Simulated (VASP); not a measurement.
# SnO2 (rutile type) (P4_2/mnm) in VASP: a series of runs

The runs below take SnO2 (rutile type) through single point, with PBE.

Program: VASP 6.6.1. These are calculated values, not measurements. Logs are shortened: lines on timing, memory, paths and dates and some standing lists are left out, and cuts for length are marked.

### 1 The cell of the first run

It takes space group P4_2/mnm (No. 136, tetragonal). Conventional cell: a = 4.827 Å, b = 4.827 Å, c = 3.238 Å, α = 90.00°, β = 90.00°, γ = 90.00°. Within 2.8 Å of Sn (site symmetry mmm) lie 6 O at 2.09 Å. Within 2.8 Å of O (site symmetry m2m) lie 3 Sn at 2.09 Å and 1 O at 2.64 Å.

### 2 Single point, PBE

INCAR reads:

```
SYSTEM = SnO2
PREC = Accurate
ENCUT = 520
EDIFF = 1E-6
ISMEAR = -1
SIGMA = 0.08
LREAL = .False.
LASPH = .True.
NELM = 80
ALGO = Normal
ISIF = 2
LWAVE = .False.
LCHARG = .False.
GGA = PE
NBANDS = 35
```

KPOINTS reads:

```
Automatic mesh
0
Gamma
  7 7 11
  0 0 0
```

POSCAR reads:

```
SnO2
1.0
    4.8270264656      0.0000000000      0.0000000000
    0.0000000000      4.8270264656      0.0000000000
    0.0000000000      0.0000000000      3.2382908099
Sn O
2 4
Direct
    0.0000000000      0.0000000000      0.0000000000
    0.5000000000      0.5000000000      0.5000000000
    0.3065719359      0.3065719359      0.0000000000
    0.6934280641      0.6934280641      0.0000000000
    0.8065719359      0.1934280641      0.5000000000
    0.1934280641      0.8065719359      0.5000000000
```

Potentials or basis: VASP PAW PBE potentials, release 64 (Sn_d, O).

Launch:

```
$ cat potpaw_PBE.64/Sn_d/POTCAR potpaw_PBE.64/O/POTCAR > POTCAR
$ mpirun -np 1 vasp_std > vasp.out
```

OUTCAR:

```text
SYSTEM = SnO2
   PREC = Accurate
   ENCUT = 520
   EDIFF = 1E-6
   ISMEAR = -1
   LREAL = .False.
   LASPH = .True.
   NELM = 80
   ISIF = 2
   GGA = PE

 ion  position               nearest neighbor table
   1  0.000  0.000  0.000-   5 2.09   6 2.09   5 2.09   6 2.09   3 2.09   4 2.09
   2  0.500  0.500  0.500-   3 2.09   4 2.09   3 2.09   4 2.09   5 2.09   6 2.09
   3  0.307  0.307  0.000-   2 2.09   2 2.09   1 2.09
   4  0.693  0.693  0.000-   2 2.09   2 2.09   1 2.09
   5  0.807  0.193  0.500-   1 2.09   1 2.09   2 2.09
   6  0.193  0.807  0.500-   1 2.09   1 2.09   2 2.09

  LATTYP: Found a simple tetragonal cell.
 ALAT       =     4.8270264656
 C/A-ratio  =     0.6708665952

  Lattice vectors:

 A1 = (   4.8270264656,   0.0000000000,   0.0000000000)
 A2 = (   0.0000000000,   4.8270264656,   0.0000000000)
 A3 = (   0.0000000000,   0.0000000000,   3.2382908099)

Analysis of symmetry for initial positions (statically):
=====================================================================
 Subroutine PRICEL returns:
 Original cell was already a primitive cell.

 Routine SETGRP: Setting up the symmetry group for a
 simple tetragonal supercell.

 Subroutine GETGRP returns: Found 16 space group operations
 (whereof  8 operations were pure point group operations)
 out of a pool of 16 trial point group operations.

The static configuration has the point symmetry D_2h.
 The point group associated with its full space group is D_4h.

Analysis of symmetry for dynamics (positions and initial velocities):
=====================================================================
 Subroutine PRICEL returns:
 Original cell was already a primitive cell.

 Routine SETGRP: Setting up the symmetry group for a
 simple tetragonal supercell.

 Subroutine GETGRP returns: Found 16 space group operations
 (whereof  8 operations were pure point group operations)
 out of a pool of 16 trial point group operations.

The dynamic configuration has the point symmetry D_2h.
 The point group associated with its full space group is D_4h.

 Subroutine INISYM returns: Found 16 space group operations
 (whereof  8 operations are pure point group operations),
 and found     1 'primitive' translations

----------------------------------------------------------------------------------------

                                     Primitive cell

  volume of cell :      75.4528

  direct lattice vectors                    reciprocal lattice vectors
[... 93 lines left out ...]
   ENCUT  =  520.0 eV  38.22 Ry    6.18 a.u.   8.98  8.98  6.02*2*pi/ulx,y,z
   NELM   =     80;   NELMIN=  2; NELMDL= -5     # of ELM steps
   EDIFF  = 0.1E-05   stopping-criterion for ELM
   LREAL  =      F    real-space projection
   EDIFFG = 0.1E-04   stopping-criterion for IOM
   NSW    =      0    number of steps for IOM
   IBRION =     -1    ionic relax: 0-MD 1-quasi-New 2-CG
   NFREE  =      0    steps in history (QN), initial steepest desc. (CG)
   ISIF   =      2    stress and relaxation
   ISYM   =      2    0-nonsym 1-usesym 2-fastsym
   POTIM  = 0.5000    time-step for ionic-motion
   TEBEG  =    0.0;   TEEND  =   0.0 temperature during run
   PSTRESS=    0.0 pullay stress
   NELECT =      52.0000    total number of electrons
   NUPDOWN=      -1.0000    fix difference up-down
   EMIN   =  10.00;   EMAX   =-10.00  energy-range for DOS
   EFERMI =   0.00;   METHOD = LEGACY
   ISMEAR =    -1;   SIGMA  =   0.08  broadening in eV -4-tet -1-fermi 0-gaus
   EFERMI_NEDOS =   21; number of points for ismear=-14 and -15
   IALGO  =     38    algorithm
   IMIX   =      4    mixing-type and parameters
     AMIX     =   0.40;   BMIX     =  1.00
     AMIX_MAG =   1.60;   BMIX_MAG =  1.00
  volume/ion in A,a.u.               =      12.58        84.86
  Fermi-wavevector in a.u.,A,eV,Ry     =   1.446053  2.732644 28.450725  2.091069
  Thomas-Fermi vector in A             =   2.564165
   LORBIT       =      0    0 simple, 1 ext, 2 COOP (PROOUT), +10 PAW based schemes
   GGA     = PE    functional components
   LHFCALC =     F    Hartree Fock is set to
   AEXX    =    0.0000 exact exchange contribution
   IVDW    =     0    specifies the selected vdW correction
   LEPSILON=     F    determine dielectric tensor
   LRPA    =     F    only Hartree local field effects (RPA)
 non-spin polarized calculation
  energy-cutoff  :      520.00
  volume of cell :       75.45
 maximum number of plane-waves:      2054
 NGX is ok and might be reduce to    36
   NGX = 17   NGY = 17   NGZ = 13

 number of electron      52.0000002 magnetization

 Free energy of the ion-electron system (eV)
  ---------------------------------------------------
  ext. energy  EPLUGINS =         0.00000000
  ---------------------------------------------------
  free energy    TOTEN  =       -37.31116648 eV

  energy without entropy =      -37.31102248  energy(sigma->0) =      -37.31109448

 E-fermi :   5.9463     XC(G=0): -10.9767

 val. band max:        5.5325762649   @ k =   0.0000   0.0000   0.0000
 cond. band min:       6.2023680513   @ k =   0.0000   0.0000   0.0000
 fundamental gap:      0.6697917864
 Fermi energy:         5.9463259881

 k-point     1 :       0.0000    0.0000    0.0000
  band No.  band energies     occupation
      1     -15.5027      2.00000
      2     -14.8380      2.00000
      3     -14.6449      2.00000
      4     -14.6176      2.00000
      5     -14.6176      2.00000
      6     -14.5521      2.00000
[... 901 lines left out ...]
     34      17.6544      0.00000
     35      17.7552      0.00000

 [... further k-points ...]
[... 5 lines left out ...]
  --------------------------------------------------------------------------------------
  -------------------------------------------------------------------------------------
  Total        0.2557370      0.2557370      0.3846491      0.0000000      0.0000000      0.0000000
  in kB        5.4303631      5.4303631      8.1677054      0.0000000      0.0000000      0.0000000
  external PRESSURE =       6.3428105 kB  Pullay stress =       0.0000000 kB

 VOLUME and BASIS-vectors are now :
 -----------------------------------------------------------------------------
  energy-cutoff  :      520.00
  volume of cell :       75.45
      direct lattice vectors                 reciprocal lattice vectors
     4.827026466  0.000000000  0.000000000     0.207166877  0.000000000  0.000000000
     0.000000000  4.827026466  0.000000000     0.000000000  0.207166877  0.000000000
     0.000000000  0.000000000  3.238290810     0.000000000  0.000000000  0.308804878

 POSITION                                       TOTAL-FORCE (eV/Angst)
 -----------------------------------------------------------------------------------
      0.00000      0.00000      0.00000         0.000000      0.000000      0.000000
      2.41351      2.41351      1.61915         0.000000      0.000000      0.000000
      1.47983      1.47983      0.00000        -0.011411     -0.011411     -0.000000
      3.34720      3.34720      0.00000         0.011411      0.011411      0.000000
      3.89334      0.93368      1.61915        -0.011411      0.011411      0.000000
      0.93368      3.89334      1.61915         0.011411     -0.011411      0.000000
 -----------------------------------------------------------------------------------
    total drift:                                0.000000      0.000000      0.000000

  FREE ENERGIE OF THE ION-ELECTRON SYSTEM (eV)
  ---------------------------------------------------
  free  energy   TOTEN  =       -37.3111664806 eV

  energy  without entropy=      -37.3110224813  energy(sigma->0) =      -37.31109448
```

Run time: 85 s. Hardware: 1 thread of Intel Xeon Platinum 8259CL at 2.50GHz (Skylake/Cascade Lake), shared host; peak memory 0.26 GiB.

Results:

| Item | Value |
| --- | --- |
| Free energy | -37.3112 eV |
| Pressure | 0.6 GPa |
| Largest force | 0.016 eV/Å |
| Band gap on the k mesh | 0.67 eV, direct |

Forces on the atoms (eV/Å):
```
Sn   0.000  0.000  0.000
Sn   0.000  0.000  0.000
O   -0.011 -0.011  0.000
O    0.011  0.011  0.000
O   -0.011  0.011  0.000
O    0.011 -0.011  0.000
```

Stress tensor (GPa, compression positive):
```
0.54 0.00 0.00
0.00 0.54 0.00
0.00 0.00 0.82
```

Caveat: spin-orbit coupling is left out, which moves the levels of the heavy elements.

### 3 Single point, PBE

This run uses another cell than the first one, of 8.70 Å³/atom, 0.692 times its volume.

INCAR reads:

```
SYSTEM = SnO2
PREC = Accurate ; ENCUT = 520
EDIFF = 1E-6 ; ISMEAR = -1
SIGMA = 0.08 ; LREAL = .False.
LASPH = .True. ; NELM = 80
ALGO = Normal ; ISIF = 2
LWAVE = .False. ; LCHARG = .True.
GGA = PE ; LELF = .True.
LVHAR = .True. ; NBANDS = 35
```

KPOINTS reads:

```
regular mesh
0
Gamma
  8 8 12
  0 0 0
```

POSCAR reads:

```
SnO2
1.0
    4.1339319611      0.0000000000      0.0000000000
    0.0000000000      4.1339319611      0.0000000000
    0.0000000000      0.0000000000      3.0552070175
Sn O
2 4
Direct
    0.0000000000      0.0000000000      0.0000000000
    0.5000000000      0.5000000000      0.5000000000
    0.3089167857      0.3089167857      0.0000000000
    0.6910832143      0.6910832143      0.0000000000
    0.8089167857      0.1910832143      0.5000000000
    0.1910832143      0.8089167857      0.5000000000
```

Potentials or basis: VASP PAW PBE potentials, release 64 (Sn_d, O).

Launch:

```
$ cat potpaw_PBE.64/Sn_d/POTCAR potpaw_PBE.64/O/POTCAR > POTCAR
$ mpirun -np 1 vasp_std > vasp.out
```

It took 97 s on 1 thread of Intel Xeon Platinum 8259CL at 2.50GHz (Skylake/Cascade Lake), shared host; peak memory 0.27 GiB.

Results (log left out):

```
Free energy            : -29.3878 eV
Pressure               : 150.9 GPa
Largest force          : 0.092 eV/Å
Band gap on the k mesh : 4.89 eV, indirect (least direct gap 5.33 eV)
```

Forces on the atoms (eV/Å):
```
Sn   0.000  0.000  0.000
Sn   0.000  0.000  0.000
O   -0.065 -0.065  0.000
O    0.065  0.065  0.000
O   -0.065  0.065  0.000
O    0.065 -0.065  0.000
```

Stress tensor (GPa, compression positive):
```
150.37   0.00   0.00
  0.00 150.37   0.00
  0.00   0.00 151.89
```

Levels at points of the mesh, in eV from the valence-band top:
```tsv
k point	band 24	band 25	band 26	band 27	band 28	band 29
(0.00, 0.00, 0.00)	-1.27	-1.27	-0.44	4.89	7.03	7.03
(0.50, 0.00, 0.00)	-1.42	-0.93	-0.93	7.72	7.72	8.00
(0.50, 0.50, 0.00)	-1.53	-1.27	-1.27	8.02	8.02	9.34
(0.00, 0.00, 0.50)	-2.71	-2.05	-2.05	10.03	10.03	11.62
(0.50, 0.00, 0.50)	-1.97	0.00	0.00	10.68	10.68	10.75
(0.50, 0.50, 0.50)	-1.56	-1.36	-1.36	8.79	8.79	9.85
```

Caveat: spin-orbit coupling is left out, which moves the levels of the heavy elements.

### 4 Single point, PBE

This run uses another cell than the first one, of 8.70 Å³/atom, 0.692 times its volume.

INCAR reads:

```
  PREC = Accurate
  ENCUT = 520
  EDIFF = 1E-7
  ISMEAR = -1
  SIGMA = 0.08
  LREAL = F
  LASPH = T
  NELM = 100
  ALGO = Normal
  ISIF = 2
  LWAVE = F
  LCHARG = F
  GGA = PE
  NBANDS = 35
```

KPOINTS reads:

```
regular mesh
0
Gamma
  8 8 12
```

Edit POSCAR of step 3 so:

```diff
@@ -4,3 +4,3 @@
     0.0000000000      4.1339319611      0.0000000000
-    0.0000000000      0.0000000000      3.0552070175
+    0.0000000000      0.0000000000      3.0552070174
 Sn O
```

Launch:

```
$ cat potpaw_PBE.64/Sn_d/POTCAR potpaw_PBE.64/O/POTCAR > POTCAR
$ mpirun -np 1 vasp_std > vasp.out
```

Wall time 1.8 min (1 thread of Intel Xeon Platinum 8259CL at 2.50GHz (Skylake/Cascade Lake), shared host); peak memory 0.27 GiB.

Results (log left out):

```
Free energy            : -29.3878 eV
Pressure               : 150.9 GPa
Largest force          : 0.092 eV/Å
Band gap on the k mesh : 4.89 eV, indirect (least direct gap 5.33 eV)
```

Forces in eV/Å, atoms in the order of the input:
```
Sn   0.000  0.000  0.000
Sn   0.000  0.000  0.000
O   -0.065 -0.065  0.000
O    0.065  0.065  0.000
O   -0.065  0.065  0.000
O    0.065 -0.065  0.000
```

Stress tensor (GPa, compression positive):
```
150.34   0.00   0.00
  0.00 150.34   0.00
  0.00   0.00 151.87
```

Levels at points of the mesh, in eV from the valence-band top:
| k point | band 22 | band 23 | band 24 | band 25 | band 26 | band 27 | band 28 | band 29 | band 30 | band 31 |
| --- | --- | --- | --- | --- | --- | --- | --- | --- | --- | --- |
| (0.00, 0.00, 0.00) | -1.33 | -1.33 | -1.27 | -1.27 | -0.44 | 4.89 | 7.03 | 7.03 | 7.44 | 12.31 |
| (0.50, 0.00, 0.00) | -2.39 | -1.42 | -1.42 | -0.93 | -0.93 | 7.72 | 7.72 | 8.00 | 8.00 | 14.27 |
| (0.50, 0.50, 0.00) | -2.87 | -1.53 | -1.53 | -1.27 | -1.27 | 8.02 | 8.02 | 9.34 | 9.34 | 12.62 |
| (0.00, 0.00, 0.50) | -2.97 | -2.71 | -2.71 | -2.05 | -2.05 | 10.03 | 10.03 | 11.62 | 11.62 | 11.76 |
| (0.50, 0.00, 0.50) | -2.49 | -1.97 | -1.97 | 0.00 | 0.00 | 10.68 | 10.68 | 10.75 | 10.75 | 13.09 |
| (0.50, 0.50, 0.50) | -2.06 | -1.56 | -1.56 | -1.36 | -1.36 | 8.79 | 8.79 | 9.84 | 9.84 | 12.97 |

Caveat: spin-orbit coupling is left out, which moves the levels of the heavy elements.
